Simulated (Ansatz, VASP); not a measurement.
**Two plane-wave programs on Ir**

INCAR

```
ALGO = Normal
EDIFF = 1E-7
EDIFFG = -0.05
ENCUT = 500
GGA = CA
GGA_COMPAT = F
IBRION = 2
ISIF = 3
ISMEAR = 0
LASPH = T
LCHARG = F
LREAL = F
LWAVE = F
NELM = 120
NELMIN = 4
NSW = 100
PREC = Accurate
SIGMA = 0.1
```

Contents of KPOINTS:

```
k-points
0
Gamma
  9 9 4
```

The input POSCAR:

```
Ir
1.0
    2.7513778946      0.0000000000      0.0000000000
   -1.3756889473      2.3827631521      0.0000000000
    0.0000000000      0.0000000000      4.4622900000
Ir
2
Direct
    0.6666666700      0.3333333300      0.7500000000
    0.3333333300      0.6666666700      0.2500000000
```

Input for Ansatz:

```yaml
crystal:
  lattice:
    - [2.7513778946, 0.0, 0.0]
    - [-1.3756889473, 2.3827631521, 0.0]
    - [0.0, 0.0, 4.46229]
  atoms:
    - { symbol: Ir, position: [0.66666667, 0.33333333, 0.75] }
    - { symbol: Ir, position: [0.33333333, 0.66666667, 0.25] }
basis:
  ecutwfc: 420
kpoints:
  mp_grid: { grid: [9, 9, 4] }
hamiltonian:
  xc: lda
scf:
  occupations: { method: gaussian, width: 0.1 }
output:
  forces: true
  stress: true
  eigenvalues: true
relax:
  adjacent_minimum: "off"
  f_tol: 0.05
  max_steps: 80
  cell: { stress_tol: 0.5 }
```

Alike in both runs: task relaxation of cell and atoms; functional LDA; k mesh 9 × 9 × 4; occupations gaussian, width 0.1 eV; no spin polarisation.

|  | VASP | Ansatz |
| --- | --- | --- |
| version | VASP 6.6.1 | Ansatz 0.2.0 |
| potentials or method | VASP PAW LDA potentials, release 64 (Ir), cutoff 500 eV | scalar-relativistic, plane waves, PAW |
| valence electrons in the cell | 18 | 34 |

Ansatz gave:

```
gap on the k mesh at the Fermi level, each at its own relaxed structure (eV) : none
relaxed volume (Å³/atom)                                                     : 13.88
relaxed cell length with the largest relative difference (Å)                 : 2.703
```

Question: Estimate VASP's values.

Answer: gap on the k mesh at the Fermi level, each at its own relaxed structure (eV): none; relaxed volume (Å³/atom): 13.98; relaxed cell length with the largest relative difference (Å): 2.711.

LDA's correlation is that of Perdew and Zunger in VASP and of Perdew and Wang (1992) in Ansatz. A gap of «none» marks a metal or a gap that the smearing closes. VASP's potentials hold 18 valence electrons a cell and Ansatz's 34, so a difference there can come from the potentials and not from the codes.

Spin-orbit coupling is off throughout.
